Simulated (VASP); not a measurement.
# AlN (I4/mmm) in VASP: G0W0 quasiparticle levels with PBE

Aim: the G0W0 quasiparticle levels of AlN with PBE.

Everything below comes from runs of VASP 6.6.1. Logs are shortened: lines on timing, memory, paths and dates and some standing lists are left out, and cuts for length are marked.

### Step 1. The cell of the first run

It takes space group I4/mmm (No. 139, tetragonal). Conventional cell: a = 2.998 Å, b = 2.998 Å, c = 3.903 Å, α = 90.00°, β = 90.00°, γ = 90.00°. Within 2.6 Å of Al (site symmetry 4/mmm) lie 6 N at 1.95 to 2.12 Å. N (site symmetry 4/mmm) has 6 Al at 1.95 to 2.12 Å within 2.6 Å.

### Step 2. G0W0 quasiparticle levels, PBE

The input, POSCAR:

```
AlN
1.0
    0.0000000000      2.1198118932      1.9512694290
    2.1198118932      0.0000000000      1.9512694290
    2.1198118932      2.1198118932      0.0000000000
Al N
1 1
Direct
    0.0000000000      0.0000000000      0.0000000000
    0.5000000000      0.5000000000      0.5000000000
```

The input, INCAR.step1:

```
SYSTEM = AlN
ALGO = Normal
EDIFF = 1E-8
ENCUT = 500
GGA = PE
ISMEAR = 0
LASPH = .True.
LCHARG = .False.
LREAL = .False.
LWAVE = .True.
NELM = 60
PREC = Accurate
SIGMA = 0.01
```

The input, INCAR.step2:

```
SYSTEM = AlN
ALGO = Exact
EDIFF = 1E-8
ENCUT = 500
GGA = PE
ISMEAR = 0
ISTART = 1
LASPH = .True.
LCHARG = .False.
LOPTICS = .True.
LREAL = .False.
LWAVE = .True.
NBANDS = 77
NELM = 1
PREC = Accurate
SIGMA = 0.01
```

The input, INCAR.step3:

```
SYSTEM = AlN
ALGO = EVGW0
EDIFF = 1E-8
ENCUT = 500
ENCUTGW = 150.0
GGA = PE
ISMEAR = 0
ISTART = 1
LASPH = .True.
LCHARG = .False.
LREAL = .False.
LWAVE = .False.
NBANDS = 77
NBANDSGW = 12
NELMGW = 1
NOMEGA = 96
OMEGAMAX = 20
PREC = Accurate
PRECFOCK = Fast
SIGMA = 0.01
```

The input, KPOINTS:

```
k-points
0
Gamma
  6 6 6
  0 0 0
```

Potentials or basis: VASP PAW PBE potentials, release 64 (Al_GW, N_GW).

The run is started by

```bash
cat potpaw_PBE.64/Al_GW/POTCAR potpaw_PBE.64/N_GW/POTCAR > POTCAR
cp INCAR.step1 INCAR
mpirun -np 1 vasp_std > vasp.out
cp INCAR.step2 INCAR
mpirun -np 1 vasp_std > vasp.out
cp INCAR.step3 INCAR
mpirun -np 1 vasp_std > vasp.out
```

OUTCAR:

```text
SYSTEM = AlN
   EDIFF = 1E-8
   ENCUT = 500
   ENCUTGW = 150.0
   GGA = PE
   ISMEAR = 0
   ISTART = 1
   LASPH = .True.
   LREAL = .False.
   NELMGW = 1
   PREC = Accurate
   PRECFOCK = Fast

 ion  position               nearest neighbor table
   1  0.000  0.000  0.000-   2 1.95   2 1.95   2 2.12   2 2.12   2 2.12   2 2.12
   2  0.500  0.500  0.500-   1 1.95   1 1.95   1 2.12   1 2.12   1 2.12   1 2.12

  LATTYP: Found a body centered tetragonal cell.
 ALAT       =     2.9978667290
 C/A-ratio  =     1.3017719634

  Lattice vectors:

 A1 = (   0.0000000000,  -2.1198118932,  -1.9512694290)
 A2 = (   0.0000000000,   2.1198118932,  -1.9512694290)
 A3 = (   2.1198118932,   0.0000000000,   1.9512694290)

Analysis of symmetry for initial positions (statically):
=====================================================================
 Subroutine PRICEL returns:
 Original cell was already a primitive cell.

 Routine SETGRP: Setting up the symmetry group for a
 body centered tetragonal supercell.

 Subroutine GETGRP returns: Found 16 space group operations
 (whereof 16 operations were pure point group operations)
 out of a pool of 16 trial point group operations.

The static configuration has the point symmetry D_4h.

Analysis of symmetry for dynamics (positions and initial velocities):
=====================================================================
 Subroutine PRICEL returns:
 Original cell was already a primitive cell.

 Routine SETGRP: Setting up the symmetry group for a
 body centered tetragonal supercell.

 Subroutine GETGRP returns: Found 16 space group operations
 (whereof 16 operations were pure point group operations)
 out of a pool of 16 trial point group operations.

The dynamic configuration has the point symmetry D_4h.

 Subroutine INISYM returns: Found 16 space group operations
 (whereof 16 operations are pure point group operations),
 and found     1 'primitive' translations

----------------------------------------------------------------------------------------

                                     Primitive cell

  volume of cell :      17.5365

  direct lattice vectors                    reciprocal lattice vectors
     0.000000000  2.119811893  1.951269429    -0.235869985  0.235869985  0.256243445
     2.119811893  0.000000000  1.951269429     0.235869985 -0.235869985  0.256243445
     2.119811893  2.119811893  0.000000000     0.235869985  0.235869985 -0.256243445

  length of vectors
     2.881155124  2.881155124  2.997866729     0.420630483  0.420630483  0.420630483

  position of ions in fractional coordinates (direct lattice)
     0.000000000  0.000000000  0.000000000
     0.500000000  0.500000000  0.500000000

  ion indices of the primitive-cell ions
   primitive index   ion index
                 1           1
                 2           2

----------------------------------------------------------------------------------------

 KPOINTS: k-points

Automatic generation of k-mesh.
 Grid dimensions read from file:
 generate k-points for:    6    6    6

 Generating k-lattice:

  Cartesian coordinates                     Fractional coordinates (reciprocal lattice)
    -0.039311664  0.039311664  0.042707241     0.166666667  0.000000000  0.000000000
     0.039311664 -0.039311664  0.042707241     0.000000000  0.166666667  0.000000000
     0.039311664  0.039311664 -0.042707241     0.000000000  0.000000000  0.166666667

  Length of vectors
     0.070105080  0.070105080  0.070105080

  Shift w.r.t. Gamma in fractional coordinates (k-lattice)
     0.000000000  0.000000000  0.000000000

 Subroutine IBZKPT returns following result:
 ===========================================

 Found     30 irreducible k-points:

 Following reciprocal coordinates:
            Coordinates               Weight
  0.000000  0.000000  0.000000      1.000000
  0.166667  0.000000  0.000000      8.000000
  0.333333 -0.000000  0.000000      8.000000
  0.500000  0.000000  0.000000      4.000000
  0.166667  0.166667  0.000000      2.000000
  0.333333  0.166667  0.000000      8.000000
[... 16 lines left out ...]
  0.333333  0.000000  0.333333      4.000000
  0.500000  0.000000  0.333333     16.000000
 [... further k-points ...]
   k-points           NKPTS =     30   k-points in BZ     NKDIM =    216   number of bands    NBANDS=     77
   number of dos      NEDOS =    301   number of ions     NIONS =      2
   total plane-waves  NPLWV =  13824
   dimension x,y,z NGX =    24 NGY =   24 NGZ =   24
   dimension x,y,z NGXF=    48 NGYF=   48 NGZF=   48
   ions per type =               1   1
   NGX,Y,Z   is equivalent  to a cutoff of  13.85, 13.85, 13.31 a.u.
   NGXF,Y,Z  is equivalent  to a cutoff of  27.70, 27.70, 26.62 a.u.
 SYSTEM =  AlN
   PREC   = accura    normal or accurate (medium, high low for compatibility)
   ISTART =      1    job   : 0-new  1-cont  2-samecut
   ICHARG =      0    charge: 1-file 2-atom 10-const
   ISPIN  =      1    spin polarized calculation?
   LNONCOLLINEAR =      F non collinear calculations
   LSORBIT =      F    spin-orbit coupling
   LASPH  =      T    aspherical Exc in radial PAW
   ENCUT  =  500.0 eV  36.75 Ry    6.06 a.u.   5.25  5.25  5.47*2*pi/ulx,y,z
   NELM   =     60;   NELMIN=  2; NELMDL=  0     # of ELM steps
   EDIFF  = 0.1E-07   stopping-criterion for ELM
   LREAL  =      F    real-space projection
   EDIFFG = 0.1E-06   stopping-criterion for IOM
   NSW    =      0    number of steps for IOM
   IBRION =     -1    ionic relax: 0-MD 1-quasi-New 2-CG
   NFREE  =      0    steps in history (QN), initial steepest desc. (CG)
   ISIF   =      0    stress and relaxation
   ISYM   =      3    0-nonsym 1-usesym 2-fastsym
   POTIM  = 0.5000    time-step for ionic-motion
   TEBEG  =    0.0;   TEEND  =   0.0 temperature during run
   PSTRESS=    0.0 pullay stress
   NELECT =       8.0000    total number of electrons
   NUPDOWN=      -1.0000    fix difference up-down
   EMIN   =  10.00;   EMAX   =-10.00  energy-range for DOS
   EFERMI =   0.00;   METHOD = LEGACY
   ISMEAR =     0;   SIGMA  =   0.01  broadening in eV -4-tet -1-fermi 0-gaus
   EFERMI_NEDOS =   21; number of points for ismear=-14 and -15
   IALGO  =     38    algorithm
   IMIX   =      4    mixing-type and parameters
     AMIX     =   0.40;   BMIX     =  1.00
     AMIX_MAG =   1.60;   BMIX_MAG =  1.00
  volume/ion in A,a.u.               =       8.77        59.17
  Fermi-wavevector in a.u.,A,eV,Ry     =   1.260252  2.381532 21.609264  1.588236
  Thomas-Fermi vector in A             =   2.393771
   LORBIT       =      0    0 simple, 1 ext, 2 COOP (PROOUT), +10 PAW based schemes
   GGA     = PE    functional components
   LHFCALC =     T    Hartree Fock is set to
   PRECFOCK=fast      Normal, Fast or Accurate (Low or Medium for compatibility)
   ENCUT4O =  -1.0   cutoff for four orbital integrals eV
   NKREDX  =     1    reduce k-point grid by
   NKREDY  =     1    reduce k-point grid by
   NKREDZ  =     1    reduce k-point grid by
   AEXX    =    1.0000 exact exchange contribution
   HFSCREEN=    0.0000 screening length (either q_TF or 0.3 A-1)
   HFSCREENC=   0.0000 screening length for correlation (either q_TF or 0.3 A-1)
   ENCUTFOCK=  -1.0 apply spherical cutoff to Coloumb kernel
   IVDW    =     0    specifies the selected vdW correction
   LEPSILON=     F    determine dielectric tensor
   LRPA    =     F    only Hartree local field effects (RPA)
   LRPAFORCE           =     F    calculate RPA forces
   ENCUTGW             = 150.0    cutoff for response function in eV
   ENCUTGWSOFT         = 120.0    soft cutoff for Coulomb kernel in GW response function in eV
   ENCUTLF             =  -1.0    cutoff for local field effects
   NELMGW              =     1    number of iterations in solving QP/BSE equation
   NELMHF              =     1    number of iterations in the inner HF iteration
   NKREDLFX            =     1    NKREDLFY  =   1   NKREDLFZ  =   1
 non-spin polarized calculation
 Gauss-broadening in eV      SIGMA  =   0.01
  energy-cutoff  :      500.00
  volume of cell :       17.54
 maximum number of plane-waves:       463
 NGX is ok and might be reduce to    24
  NGX = 14; NGY = 14; NGZ = 14
   NGX = 11   NGY = 11   NGZ = 11
 maximum number of plane-waves:        78
 NGX is ok and might be reduce to    14

 QP shifts <psi_nk| G(iteration)W_0 |psi_nk>: iteration 1
 for sc-GW calculations column KS-energies equals QP-energies in previous step
 and V_xc(KS)=  KS-energies - (<T + V_ion + V_H > + <T+V_H+V_ion>^1  + <V_x>^1)

 k-point   1 :       0.0000    0.0000    0.0000
  band No.  KS-energies  QP-energies   sigma(KS)   V_xc(KS)     V^pw_x(r,r')   Z            occupation Imag(sigma)

      1      -9.0539     -10.5356     -16.5997     -14.5806     -24.7048       0.7339       2.0000       1.2700
      2       7.5279       6.8079     -18.1399     -17.2269     -21.1582       0.7885       2.0000       0.0349
      3       8.1889       7.5589     -18.0376     -17.2410     -20.6990       0.7908       2.0000       0.0317
      4       8.1889       7.5589     -18.0376     -17.2410     -20.6990       0.7908       2.0000       0.0317
      5      12.7550      13.6965     -13.1314     -14.2966      -8.9441       0.8080       0.0000      -0.0461
      6      19.6875      20.4728      -9.6479     -10.6084      -4.5258       0.8176       0.0000      -0.0660
      7      19.6875      20.4728      -9.6479     -10.6084      -4.5258       0.8176       0.0000      -0.0660
      8      20.7292      21.4427      -9.3426     -10.2274      -4.0128       0.8065       0.0000      -0.0842
      9      24.0401      24.9806      -9.9762     -11.1502      -4.3798       0.8011       0.0000      -0.1462
     10      24.7238      25.5486      -9.6238     -10.7090      -2.7384       0.7600       0.0000      -0.3504
     11      24.7238      25.5486      -9.6238     -10.7090      -2.7384       0.7600       0.0000      -0.3504
     12      25.0310      25.2203      -9.0856      -9.3360      -2.5348       0.7561       0.0000      -0.3082

 k-point   2 :       0.1667    0.0000    0.0000
  band No.  KS-energies  QP-energies   sigma(KS)   V_xc(KS)     V^pw_x(r,r')   Z            occupation Imag(sigma)
[... 353 lines left out ...]
      1      -5.6150      -6.8242     -18.0419     -16.4029     -25.7496       0.7378       2.0000       0.9241
      2       1.5750       0.4237     -15.1556     -13.6122     -19.3048       0.7460       2.0000       0.0874
      3       4.1391       3.1034     -15.9449     -14.6100     -19.3838       0.7759       2.0000       0.0514
      4       5.9482       5.0439     -16.8473     -15.6930     -19.9557       0.7834       2.0000       0.0390
      5      13.5019      14.2986     -10.2011     -11.1659      -5.8008       0.8258       0.0000      -0.0469
      6      15.7452      16.5656     -11.0029     -12.0074      -6.3761       0.8168       0.0000      -0.0530
      7      19.8055      21.0521     -13.3933     -15.0285      -7.4171       0.7624       0.0000      -0.0997
      8      22.3469      23.3845     -11.1878     -12.5480      -4.8016       0.7628       0.0000      -0.1820
      9      24.6953      25.7582     -11.8601     -13.2641      -5.0363       0.7570       0.0000      -0.2949
     10      30.3524      31.2071     -10.2549     -11.3511      -3.1691       0.7797       0.0000      -0.6948
     11      31.2163      32.1439      -9.9786     -11.1457      -3.0294       0.7949       0.0000      -0.7378
     12      33.5358      34.3687      -9.5933     -10.6598      -2.2792       0.7809       0.0000      -0.9310

 [... further k-points ...]
```

Wall time 4.4 min (1 thread of Intel Xeon Platinum 8488C (Sapphire Rapids), shared host); peak memory 0.37 GiB.

Results:

```yaml
Quasiparticle_gap: 4.93 eV
Least_direct_quasiparticle_gap: 6.14 eV
Band_gap_of_the_starting_levels_on_the_mesh: 3.53 eV
Least_direct_gap_of_the_starting_levels_on_the_mesh: 4.57 eV
```

Caveat: the k points lie up to 0.44 Å⁻¹ apart; bands, screening cutoff and mesh are small and nothing is extrapolated, so the quasiparticle values aren't converged; the structure was generated, so it needn't be the stable form of AlN.
